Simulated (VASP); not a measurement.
# Ge (Imma) in VASP: notebook

Runs on Ge. Level: LDA. Tasks: single point.

Everything below comes from runs of VASP 6.6.1. Logs are shortened: lines on timing, memory, paths and dates and some standing lists are left out, and cuts for length are marked.

## (1) The cell of the first run

Symmetry: Imma, No. 74, orthorhombic system. The conventional cell has a = 4.855 Å, b = 5.156 Å, c = 2.795 Å, α = 90.00°, β = 90.00°, γ = 90.00°. Within 3.4 Å of Ge (site symmetry mm2) lie 8 Ge at 2.60 to 3.00 Å.

## (2) Single point, LDA

INCAR

```
  PREC = Accurate
  ENCUT = 520
  EDIFF = 1E-7
  ISMEAR = -1
  SIGMA = 0.15
  LREAL = F
  LASPH = T
  NELM = 60
  ALGO = Normal
  ISIF = 2
  LWAVE = F
  LCHARG = F
  GGA = CA
  NBANDS = 21
```

KPOINTS

```
regular mesh
0
Gamma
  11 11 11
```

POSCAR

```
Ge
1.0
   -2.4274844514      2.5781968159      1.3975615138
    2.4274844514     -2.5781968159      1.3975615138
    2.4274844514      2.5781968159     -1.3975615138
Ge
2
Direct
    0.1859400000      0.9359400000      0.2500000000
    0.8140600000      0.0640600000      0.7500000000
```

Potentials or basis: VASP PAW LDA potentials, release 64 (Ge_d).

On the command line:

```sh
> cat potpaw_LDA.64/Ge_d/POTCAR > POTCAR
> mpirun -np 1 vasp_std > vasp.out
```

OUTCAR:

```text
PREC = Accurate
   ENCUT = 520
   EDIFF = 1E-7
   ISMEAR = -1
   LREAL = F
   LASPH = T
   NELM = 60
   ISIF = 2
   GGA = CA

 ion  position               nearest neighbor table
   1  0.186  0.936  0.250-   2 2.60   2 2.60   2 2.64   2 2.64
   2  0.814  0.064  0.750-   1 2.60   1 2.60   1 2.64   1 2.64

  LATTYP: Found a body centered orthorhombic cell.
 ALAT       =     2.7951230276
 B/A-ratio  =     1.7369428304
 C/A-ratio  =     1.8447823516

  Lattice vectors:

 A1 = (   2.4274844514,  -2.5781968159,   1.3975615138)
 A2 = (  -2.4274844514,  -2.5781968159,  -1.3975615138)
 A3 = (   2.4274844514,   2.5781968159,  -1.3975615138)

Analysis of symmetry for initial positions (statically):
=====================================================================
 Subroutine PRICEL returns:
 Original cell was already a primitive cell.

 Routine SETGRP: Setting up the symmetry group for a
 body centered orthorhombic supercell.

 Subroutine GETGRP returns: Found  8 space group operations
 (whereof  4 operations were pure point group operations)
 out of a pool of  8 trial point group operations.

The static configuration has the point symmetry C_2h.
 The point group associated with its full space group is D_2h.

Analysis of symmetry for dynamics (positions and initial velocities):
=====================================================================
 Subroutine PRICEL returns:
 Original cell was already a primitive cell.

 Routine SETGRP: Setting up the symmetry group for a
 body centered orthorhombic supercell.

 Subroutine GETGRP returns: Found  8 space group operations
 (whereof  4 operations were pure point group operations)
 out of a pool of  8 trial point group operations.

The dynamic configuration has the point symmetry C_2h.
 The point group associated with its full space group is D_2h.

 Subroutine INISYM returns: Found  8 space group operations
 (whereof  4 operations are pure point group operations),
 and found     1 'primitive' translations

----------------------------------------------------------------------------------------

                                     Primitive cell

  volume of cell :      34.9867

  direct lattice vectors                    reciprocal lattice vectors
    -2.427484451  2.578196816  1.397561514     0.000000000  0.193933992  0.357766005
     2.427484451 -2.578196816  1.397561514     0.205974543  0.000000000  0.357766005
     2.427484451  2.578196816 -1.397561514     0.205974543  0.193933992  0.000000000

  length of vectors
     3.806961750  3.806961750  3.806961750     0.406948286  0.412822028  0.282906178

  position of ions in fractional coordinates (direct lattice)
     0.185940000  0.935940000  0.250000000
     0.814060000  0.064060000  0.750000000

  ion indices of the primitive-cell ions
   primitive index   ion index
                 1           1
                 2           2

----------------------------------------------------------------------------------------

 KPOINTS: regular mesh

Automatic generation of k-mesh.
 Grid dimensions read from file:
 generate k-points for:   11   11   11

 Generating k-lattice:

  Cartesian coordinates                     Fractional coordinates (reciprocal lattice)
     0.000000000  0.017630363  0.032524182     0.090909091  0.000000000 -0.000000000
     0.018724958  0.000000000  0.032524182     0.000000000  0.090909091  0.000000000
     0.018724958  0.017630363  0.000000000    -0.000000000  0.000000000  0.090909091

  Length of vectors
     0.036995299  0.037529275  0.025718743

  Shift w.r.t. Gamma in fractional coordinates (k-lattice)
     0.000000000  0.000000000  0.000000000

 Subroutine IBZKPT returns following result:
 ===========================================

 Found    216 irreducible k-points:

 Following reciprocal coordinates:
            Coordinates               Weight
  0.000000  0.000000  0.000000      1.000000
  0.090909 -0.000000  0.000000      4.000000
  0.181818  0.000000  0.000000      4.000000
  0.272727  0.000000  0.000000      4.000000
  0.363636 -0.000000  0.000000      4.000000
  0.454545  0.000000  0.000000      4.000000
[... 16 lines left out ...]
  0.454545  0.181818  0.000000      8.000000
 -0.454545  0.181818  0.000000      8.000000
 [... further k-points ...]
   k-points           NKPTS =    216   k-points in BZ     NKDIM =    216   number of bands    NBANDS=     21
   number of dos      NEDOS =    301   number of ions     NIONS =      2
   total plane-waves  NPLWV =  21952
   dimension x,y,z NGX =    28 NGY =   28 NGZ =   28
   dimension x,y,z NGXF=    56 NGYF=   56 NGZF=   56
   ions per type =               2
   NGX,Y,Z   is equivalent  to a cutoff of  12.23, 12.23, 12.23 a.u.
   NGXF,Y,Z  is equivalent  to a cutoff of  24.45, 24.45, 24.45 a.u.
 SYSTEM =  unknown system
   PREC   = accura    normal or accurate (medium, high low for compatibility)
   ISTART =      0    job   : 0-new  1-cont  2-samecut
   ICHARG =      2    charge: 1-file 2-atom 10-const
   ISPIN  =      1    spin polarized calculation?
   LNONCOLLINEAR =      F non collinear calculations
   LSORBIT =      F    spin-orbit coupling
   LASPH  =      T    aspherical Exc in radial PAW
   ENCUT  =  520.0 eV  38.22 Ry    6.18 a.u.   7.08  7.08  7.08*2*pi/ulx,y,z
   NELM   =     60;   NELMIN=  2; NELMDL= -5     # of ELM steps
   EDIFF  = 0.1E-06   stopping-criterion for ELM
   LREAL  =      F    real-space projection
   EDIFFG = 0.1E-05   stopping-criterion for IOM
   NSW    =      0    number of steps for IOM
   IBRION =     -1    ionic relax: 0-MD 1-quasi-New 2-CG
   NFREE  =      0    steps in history (QN), initial steepest desc. (CG)
   ISIF   =      2    stress and relaxation
   ISYM   =      2    0-nonsym 1-usesym 2-fastsym
   POTIM  = 0.5000    time-step for ionic-motion
   TEBEG  =    0.0;   TEEND  =   0.0 temperature during run
   PSTRESS=    0.0 pullay stress
   NELECT =      28.0000    total number of electrons
   NUPDOWN=      -1.0000    fix difference up-down
   EMIN   =  10.00;   EMAX   =-10.00  energy-range for DOS
   EFERMI =   0.00;   METHOD = LEGACY
   ISMEAR =    -1;   SIGMA  =   0.15  broadening in eV -4-tet -1-fermi 0-gaus
   EFERMI_NEDOS =   21; number of points for ismear=-14 and -15
   IALGO  =     38    algorithm
   IMIX   =      4    mixing-type and parameters
     AMIX     =   0.40;   BMIX     =  1.00
     AMIX_MAG =   1.60;   BMIX_MAG =  1.00
  volume/ion in A,a.u.               =      17.49       118.05
  Fermi-wavevector in a.u.,A,eV,Ry     =   1.519940  2.872270 31.432406  2.310217
  Thomas-Fermi vector in A             =   2.628858
   LORBIT       =      0    0 simple, 1 ext, 2 COOP (PROOUT), +10 PAW based schemes
   GGA     = CA    functional components
   LHFCALC =     F    Hartree Fock is set to
   AEXX    =    0.0000 exact exchange contribution
   IVDW    =     0    specifies the selected vdW correction
   LEPSILON=     F    determine dielectric tensor
   LRPA    =     F    only Hartree local field effects (RPA)
 non-spin polarized calculation
  energy-cutoff  :      520.00
  volume of cell :       34.99
 maximum number of plane-waves:       956
   NGX = 15   NGY = 15   NGZ = 15

 number of electron      27.9999975 magnetization

 Free energy of the ion-electron system (eV)
  ---------------------------------------------------
  ext. energy  EPLUGINS =         0.00000000
  ---------------------------------------------------
  free energy    TOTEN  =       -10.02968025 eV

  energy without entropy =       -9.97378505  energy(sigma->0) =      -10.00173265

 E-fermi :   7.2069     XC(G=0): -11.9028

 val. band max:        7.1900802483   @ k =   0.4545   0.3636   0.0000
 cond. band min:       7.2210524419   @ k =  -0.2727   0.3636   0.1818
 fundamental gap:      0.0309721936
 Fermi energy:         7.2069144934

 k-point     1 :       0.0000    0.0000    0.0000
  band No.  band energies     occupation
      1     -17.7300      2.00000
      2     -17.6307      2.00000
      3     -17.6299      2.00000
      4     -17.6248      2.00000
      5     -17.5788      2.00000
      6     -17.5339      2.00000
[... 13 lines left out ...]
     20      18.3868      0.00000
     21      20.6229      0.00000

 k-point     2 :       0.0909   -0.0000    0.0000
  band No.  band energies     occupation
      1     -17.7222      2.00000
      2     -17.6253      2.00000
      3     -17.6206      2.00000
      4     -17.6109      2.00000
      5     -17.5812      2.00000
      6     -17.5373      2.00000
[... 13 lines left out ...]
     20      18.5506      0.00000
     21      19.6886      0.00000

 k-point     3 :       0.1818    0.0000    0.0000
  band No.  band energies     occupation
      1     -17.7009      2.00000
      2     -17.6107      2.00000
      3     -17.5952      2.00000
      4     -17.5865      2.00000
      5     -17.5758      2.00000
      6     -17.5430      2.00000
[... 13 lines left out ...]
     20      16.6494      0.00000
     21      19.8403      0.00000

 k-point     4 :       0.2727    0.0000    0.0000
  band No.  band energies     occupation
      1     -17.6712      2.00000
      2     -17.5976      2.00000
      3     -17.5836      2.00000
      4     -17.5736      2.00000
      5     -17.5350      2.00000
      6     -17.5322      2.00000
[... 13 lines left out ...]
     20      15.4104      0.00000
     21      20.5508      0.00000

 k-point     5 :       0.3636   -0.0000    0.0000
  band No.  band energies     occupation
      1     -17.6399      2.00000
      2     -17.5969      2.00000
      3     -17.5672      2.00000
      4     -17.5641      2.00000
      5     -17.5396      2.00000
      6     -17.5382      2.00000
[... 13 lines left out ...]
     20      15.9538      0.00000
     21      21.8097      0.00000
[... 382 lines left out ...]
     20      17.5851      0.00000
     21      19.8616      0.00000

 k-point    22 :       0.3636    0.1818    0.0000
  band No.  band energies     occupation
      1     -17.6458      2.00000
      2     -17.6087      2.00000
      3     -17.5894      2.00000
      4     -17.5486      2.00000
      5     -17.5467      2.00000
      6     -17.5127      2.00000
[... 13 lines left out ...]
     20      18.6430      0.00000
     21      20.0157      0.00000

 k-point    23 :       0.4545    0.1818    0.0000
  band No.  band energies     occupation
      1     -17.6359      2.00000
      2     -17.5992      2.00000
      3     -17.5741      2.00000
      4     -17.5651      2.00000
      5     -17.5402      2.00000
      6     -17.5050      2.00000
[... 13 lines left out ...]
     20      18.5031      0.00000
     21      19.8068      0.00000

 k-point    24 :      -0.4545    0.1818    0.0000
  band No.  band energies     occupation
      1     -17.6395      2.00000
      2     -17.5919      2.00000
      3     -17.5802      2.00000
      4     -17.5600      2.00000
      5     -17.5547      2.00000
      6     -17.5056      2.00000
[... 13 lines left out ...]
     20      18.4292      0.00000
     21      18.6957      0.00000

 [... further k-points ...]
[... 5 lines left out ...]
  --------------------------------------------------------------------------------------
  -------------------------------------------------------------------------------------
  Total        0.7949974      0.3737522      0.4191060      0.0000000      0.0000000      0.0000000
  in kB       36.4059897     17.1155521     19.1924776      0.0000000      0.0000000      0.0000000
  external PRESSURE =      24.2380065 kB  Pullay stress =       0.0000000 kB

 VOLUME and BASIS-vectors are now :
 -----------------------------------------------------------------------------
  energy-cutoff  :      520.00
  volume of cell :       34.99
      direct lattice vectors                 reciprocal lattice vectors
    -2.427484451  2.578196816  1.397561514     0.000000000  0.193933992  0.357766005
     2.427484451 -2.578196816  1.397561514     0.205974543  0.000000000  0.357766005
     2.427484451  2.578196816 -1.397561514     0.205974543  0.193933992  0.000000000

 POSITION                                       TOTAL-FORCE (eV/Angst)
 -----------------------------------------------------------------------------------
      2.42748     -1.28910      1.21851        -0.000000      0.000000     -0.050926
      0.00000      3.86730      0.17906         0.000000     -0.000000      0.050926
 -----------------------------------------------------------------------------------
    total drift:                                0.000000      0.000000     -0.000000

  FREE ENERGIE OF THE ION-ELECTRON SYSTEM (eV)
  ---------------------------------------------------
  free  energy   TOTEN  =       -10.0296802457 eV

  energy  without entropy=       -9.9737850488  energy(sigma->0) =      -10.00173265
```

Run time: 47 s. Hardware: 1 thread of Intel Xeon 6975P-C (Granite Rapids), shared host; peak memory 0.23 GiB.

Results:

```yaml
Free_energy: -10.0297 eV
Pressure: 2.4 GPa
Largest_force: 0.051 eV/Å
Band_gap_on_the_k_mesh: zero (bands 14 and 15 overlap by 5.81 eV)
```

Forces in eV/Å, atoms in the order of the input:
```
Ge   0.000  0.000 -0.051
Ge   0.000  0.000  0.051
```

Stress tensor (GPa, compression positive):
```
3.64 0.00 0.00
0.00 1.71 0.00
0.00 0.00 1.92
```

## (3) Single point, LDA

This run uses another cell than the first one, of 18.00 Å³/atom.

INCAR

```
SYSTEM = Ge
ALGO     = Normal         ! electronic algorithm
EDIFF    = 1E-6           ! SCF threshold, eV
ENCUT    = 520            ! plane-wave cutoff, eV
GGA      = CA             ! functional
ISIF     = 2              ! what is computed and relaxed
ISMEAR   = -1             ! smearing method
LASPH    = .True.         ! aspherical terms in the spheres
LCHARG   = .True.         ! write CHGCAR
LELF     = .True.         ! ELF
LREAL    = .False.        ! projectors in reciprocal space
LVHAR    = .True.       
LWAVE    = .False.        ! write WAVECAR
NBANDS   = 21             ! bands
NELM     = 100            ! most SCF steps
PREC     = Accurate       ! precision mode
SIGMA    = 0.15           ! smearing width, eV
```

KPOINTS

```
k-points
0
Gamma
  11 11 11
  0 0 0
```

POSCAR

```
Ge
1.0
   -2.4507153792      2.6028700549      1.4109361209
    2.4507153792     -2.6028700549      1.4109361209
    2.4507153792      2.6028700549     -1.4109361209
Ge
2
Direct
    0.1859400000      0.9359400000      0.2500000000
    0.8140600000      0.0640600000      0.7500000000
```

Potentials or basis: VASP PAW LDA potentials, release 64 (Ge_d).

On the command line:

```sh
> cat potpaw_LDA.64/Ge_d/POTCAR > POTCAR
> mpirun -np 1 vasp_std > vasp.out
```

Wall time 61 s (1 thread of Intel Xeon 6975P-C (Granite Rapids), shared host); peak memory 0.24 GiB.

The run converged. Its results:

```yaml
Free_energy: -10.0378 eV
Pressure: -0.1 GPa
Largest_force: 0.054 eV/Å
Band_gap_on_the_k_mesh: zero (bands 14 and 15 overlap by 5.57 eV)
```

Forces in eV/Å, atoms in the order of the input:
```
Ge   0.000  0.000 -0.054
Ge   0.000  0.000  0.054
```

Stress tensor (GPa, compression positive):
```
 1.01  0.00  0.00
 0.00 -0.76  0.00
 0.00  0.00 -0.57
```

Levels at points of the mesh, in eV from the Fermi level:
```tsv
k point	band 12	band 13	band 14	band 15	band 16	band 17
(0.00, 0.00, 0.00)	-3.71	-2.51	-2.03	3.43	7.19	7.47
```

## (4) Single point, LDA

This run uses another cell than the first one, of 18.51 Å³/atom.

INCAR

```
ALGO     = Normal         # electronic algorithm
EDIFF    = 1E-7           # SCF threshold, eV
ENCUT    = 520            # plane-wave cutoff, eV
ISIF     = 2              # what is computed and relaxed
ISMEAR   = -1             # smearing method
LASPH    = True           # aspherical terms in the spheres
LCHARG   = True           # write CHGCAR
LELF     = True           # ELF
LREAL    = False          # projectors in reciprocal space
LVHAR    = True         
LWAVE    = False          # write WAVECAR
NBANDS   = 21             # bands
NELM     = 100            # most SCF steps
PREC     = Accurate       # precision mode
SIGMA    = 0.15           # smearing width, eV
```

KPOINTS

```
k-points
0
Gamma
  11 11 11
```

POSCAR

```
Ge
1.0
   -2.4735140407      2.6270841901      1.4240618618
    2.4735140407     -2.6270841901      1.4240618618
    2.4735140407      2.6270841901     -1.4240618618
Ge
2
Direct
    0.1859400000      0.9359400000      0.2500000000
    0.8140600000      0.0640600000      0.7500000000
```

On the command line:

```sh
> cat potpaw_LDA.64/Ge_d/POTCAR > POTCAR
> mpirun -np 1 vasp_std > vasp.out
```

Run time: 64 s. Hardware: 1 thread of Intel Xeon 6975P-C (Granite Rapids), shared host; peak memory 0.24 GiB.

Results (log left out):

```
Free energy            : -10.0312 eV
Pressure               : -2.2 GPa
Largest force          : 0.055 eV/Å
Band gap on the k mesh : zero (bands 14 and 15 overlap by 5.34 eV)
```

Forces in eV/Å, atoms in the order of the input:
```
Ge   0.000  0.000 -0.055
Ge   0.000  0.000  0.055
```

Stress tensor (GPa, compression positive):
```
-1.21  0.00  0.00
 0.00 -2.80  0.00
 0.00  0.00 -2.65
```

Levels at points of the mesh, in eV from the Fermi level:
```csv
k point,band 12,band 13,band 14,band 15,band 16,band 17
"(0.00, 0.00, 0.00)",-3.81,-2.42,-1.96,3.50,7.04,7.27
```

## (5) Single point, LDA

This run uses another cell than the first one, of 19.01 Å³/atom.

INCAR

```
SYSTEM = Ge
PREC = Accurate
ENCUT = 520
EDIFF = 1E-6
ISMEAR = -1
SIGMA = 0.15
LREAL = .False.
LASPH = .True.
NELM = 100
ALGO = Normal
ISIF = 2
LWAVE = .False.
LCHARG = .False.
GGA = CA
NBANDS = 21
```

KPOINTS

```
Automatic mesh
0
Gamma
  11 11 11
  0 0 0
```

POSCAR

```
Ge
1.0
   -2.4959000000      2.6508600000      1.4369500000
    2.4959000000     -2.6508600000      1.4369500000
    2.4959000000      2.6508600000     -1.4369500000
Ge
2
Direct
    0.1859400000      0.9359400000      0.2500000000
    0.8140600000      0.0640600000      0.7500000000
```

On the command line:

```sh
> cat potpaw_LDA.64/Ge_d/POTCAR > POTCAR
> mpirun -np 1 vasp_std > vasp.out
```

Run time: 56 s. Hardware: 1 thread of Intel Xeon 6975P-C (Granite Rapids), shared host; peak memory 0.24 GiB.

The run converged. Its results:

* Free energy: -10.0122 eV
* Pressure: -4.1 GPa
* Largest force: 0.055 eV/Å
* Band gap on the k mesh: zero (bands 14 and 15 overlap by 5.13 eV)

Forces in eV/Å, atoms in the order of the input:
```
Ge   0.000  0.000 -0.055
Ge   0.000  0.000  0.055
```

Stress tensor (GPa, compression positive):
```
-3.15  0.00  0.00
 0.00 -4.58  0.00
 0.00  0.00 -4.45
```

Levels at points of the mesh, in eV from the Fermi level:
```
           k point  band 10  band 11  band 12  band 13  band 14  band 15  band 16  band 17  band 18  band 19
(0.00, 0.00, 0.00)   -24.52   -13.10    -3.91    -2.33    -1.89     3.55     6.89     7.09     7.79     8.13
```

Caveat: the cell stands under tension.

## (6) Single point, LDA

This run uses another cell than the first one, of 19.52 Å³/atom.

INCAR

```
SYSTEM = Ge
  PREC = Accurate
  ENCUT = 520
  EDIFF = 1E-6
  ISMEAR = -1
  SIGMA = 0.15
  LREAL = .False.
  LASPH = .True.
  NELM = 60
  ALGO = Normal
  ISIF = 2
  LWAVE = .False.
  LCHARG = .False.
  NBANDS = 21
```

KPOINTS

```
regular mesh
0
Gamma
  11 11 11
  0 0 0
```

POSCAR

```
Ge
1.0
   -2.5178914415      2.6742167982      1.4496110048
    2.5178914415     -2.6742167982      1.4496110048
    2.5178914415      2.6742167982     -1.4496110048
Ge
2
Direct
    0.1859400000      0.9359400000      0.2500000000
    0.8140600000      0.0640600000      0.7500000000
```

Potentials or basis: VASP PAW LDA potentials, release 64 (Ge_d).

On the command line:

```sh
> cat potpaw_LDA.64/Ge_d/POTCAR > POTCAR
> mpirun -np 1 vasp_std > vasp.out
```

Run time: 58 s. Hardware: 1 thread of Intel Xeon 6975P-C (Granite Rapids), shared host; peak memory 0.25 GiB.

It converged, with:

```yaml
Free_energy: -9.9824 eV
Pressure: -5.6 GPa
Largest_force: 0.056 eV/Å
Band_gap_on_the_k_mesh: zero (bands 14 and 15 overlap by 4.93 eV)
```

Forces in eV/Å, atoms in the order of the input:
```
Ge   0.000  0.000 -0.056
Ge   0.000  0.000  0.056
```

Stress tensor (GPa, compression positive):
```
-4.82  0.00  0.00
 0.00 -6.08  0.00
 0.00  0.00 -5.96
```

Levels at points of the mesh, in eV from the Fermi level:
```tsv
k point	band 10	band 11	band 12	band 13	band 14	band 15	band 16	band 17	band 18	band 19
(0.00, 0.00, 0.00)	-24.51	-12.87	-4.00	-2.25	-1.82	3.61	6.74	6.91	7.59	7.92
```

Caveat: the cell stands under tension.

[end of part 1 of 2]

The gap in the log of VASP goes by the Fermi energy; the results here count the filled bands.